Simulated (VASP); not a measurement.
Input of a VASP 6.6.1 run:

File INCAR:

```
SYSTEM = Bi
  PREC = Accurate
  ENCUT = 600
  EDIFF = 1E-6
  ISMEAR = -1
  SIGMA = 0.1
  LREAL = .FALSE.
  LASPH = .TRUE.
  NELM = 60
  ALGO = Normal
  ISIF = 3
  LWAVE = .FALSE.
  LCHARG = .FALSE.
  GGA = PE
  IBRION = 2
  NSW = 80
  EDIFFG = -0.01
```

File KPOINTS:

```
regular mesh
0
G
  7 7 9
  0 0 0
```

File POSCAR:

```
Bi
1.0
    5.6460260353      0.0000000000      0.0000000000
   -2.8230130177      4.8896019770      0.0000000000
    0.0000000000      0.0000000000      3.4610139597
Bi
3
Direct
    0.0000000000      0.0000000000      0.0000000000
    0.3333333333      0.6666666667      0.5000000000
    0.6666666667      0.3333333333      0.5000000000
```

Potentials or basis: VASP PAW PBE potentials, release 64 (Bi_d).

Launch:

```sh
$ cat potpaw_PBE.64/Bi_d/POTCAR > POTCAR
$ mpirun -np 1 vasp_std > vasp.out
```

Question: Predict the space group after relaxing (to 0.1 Å).

Answer: P6/mmm (No. 191).

Question: What does it give for the relaxed cell?

Answer: a = 5.731 Å, b = 5.731 Å, c = 3.376 Å, α = 90.00°, β = 90.00°, γ = 120.00°.

Question: Predict the relaxed volume.

Answer: 32.01 Å³/atom.

Question: Estimate the band gap on the k mesh.

Answer: Zero (an odd number of electrons rules out a gap without spin polarisation).

Final structure:
```
CELL_PARAMETERS angstrom
5.73138 0.00000 0.00000
-2.86569 4.96352 0.00000
0.00000 0.00000 3.37605
ATOMIC_POSITIONS crystal
Bi 0.00000 0.00000 0.00000
Bi 0.33333 0.66667 0.50000
Bi 0.66667 0.33333 0.50000
```

Caveat: spin-orbit coupling is left out, which moves the levels of the heavy elements.
